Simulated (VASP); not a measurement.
A run of VASP 6.6.1 is set up as follows.

INCAR

```
SYSTEM = Pb
  PREC = Accurate
  ENCUT = 520
  EDIFF = 1E-6
  ISMEAR = 0
  SIGMA = 0.15
  LREAL = .FALSE.
  LASPH = .TRUE.
  NELM = 60
  ALGO = Fast
  ISIF = 2
  LWAVE = .FALSE.
  LCHARG = .FALSE.
  GGA = CA
  NBANDS = 13
```

Contents of KPOINTS:

```
Automatic mesh
0
G
  18 18 18
  0 0 0
```

The input POSCAR:

```
Pb
1.0
   -1.8806765884      1.8806765884      2.0291510559
    1.8806765884     -1.8806765884      2.0291510559
    1.8806765884      1.8806765884     -2.0291510559
Pb
1
Direct
    0.0000000000      0.0000000000      0.0000000000
```

Potentials or basis: VASP PAW LDA potentials, release 64 (Pb_d).

The run is started by

```bash
$ cat potpaw_LDA.64/Pb_d/POTCAR > POTCAR
$ mpirun -np 1 vasp_std > vasp.out
```

(1) Predict the band gap on the k mesh.

(2) Estimate the pressure.

## Answers

(1) zero (bands 7 and 8 overlap by 9.94 eV).

(2) 0.6 GPa.

Caveat: the cell differs from its parent crystal (strain -0.050 along x and y, +0.025 along z); spin-orbit coupling is left out, which moves the levels of the heavy elements.
